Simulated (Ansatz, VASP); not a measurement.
**One calculation of NaCl, two programs**

The input INCAR:

```
SYSTEM = NaCl
ALGO = Normal ; EDIFF = 1E-6
ENCUT = 520 ; GGA = PS
ISIF = 2 ; ISMEAR = 0
LASPH = .TRUE. ; LCHARG = .TRUE.
LELF = .TRUE. ; LREAL = .FALSE.
LVHAR = .TRUE. ; LWAVE = .FALSE.
NBANDS = 14 ; NELM = 100
PREC = Accurate ; SIGMA = 0.05
```

KPOINTS

```
k-points
0
G
  8 8 8
  0 0 0
```

The input POSCAR:

```
NaCl
1.0
    0.0000000000      2.6052100000      2.7184800000
    2.6052100000      0.0000000000      2.7184800000
    2.6052100000      2.6052100000      0.0000000000
Na Cl
1 1
Direct
    0.0000000000      0.0000000000      0.0000000000
    0.5000000000      0.5000000000      0.5000000000
```

Input for Ansatz:

```yaml
crystal:
  lattice:
    - [0.0, 2.60521, 2.71848]
    - [2.60521, 0.0, 2.71848]
    - [2.60521, 2.60521, 0.0]
  atoms:
    - { symbol: Na, position: [0.0, 0.0, 0.0] }
    - { symbol: Cl, position: [0.5, 0.5, 0.5] }
basis:
  ecutwfc: 420
kpoints:
  mp_grid: { grid: [8, 8, 8] }
hamiltonian:
  xc: pbesol
scf:
  occupations: { method: gaussian, width: 0.05 }
output:
  forces: true
  stress: true
  eigenvalues: true
  write_density: true
  write_potential: true
  elf: true
  volumetric_format: npy
```

Change from the starting cell: strain -0.080 along x and y, -0.040 along z, atoms carried along.

Alike in both runs: task single point; functional PBEsol; k mesh 8 × 8 × 8; occupations gaussian, width 0.05 eV; no spin polarisation.

```csv
,VASP,Ansatz
version,VASP 6.6.1,Ansatz 0.2.0
potentials or method,"VASP PAW PBE potentials, release 64 (Na_pv, Cl), cutoff 520 eV","scalar-relativistic, plane waves, PAW"
valence electrons in the cell,14,16
```

|  | VASP | Ansatz | Ansatz less VASP |
| --- | --- | --- | --- |
| gap on the k mesh at the Fermi level (eV) | 5.75 | 5.75 | +0.004 |
| least direct gap on the mesh (eV) | 5.75 | 5.75 | +0.004 |
| pressure (GPa) | 7.1 | 7.0 | -0.10 |
| traceless stress, the component that is largest in VASP (GPa) | -2.80 | -2.75 | +0.047 |

VASP's potentials were made for PBE, not for PBEsol. VASP's potentials hold 14 valence electrons a cell and Ansatz's 16, so a difference there can come from the potentials and not from the codes.
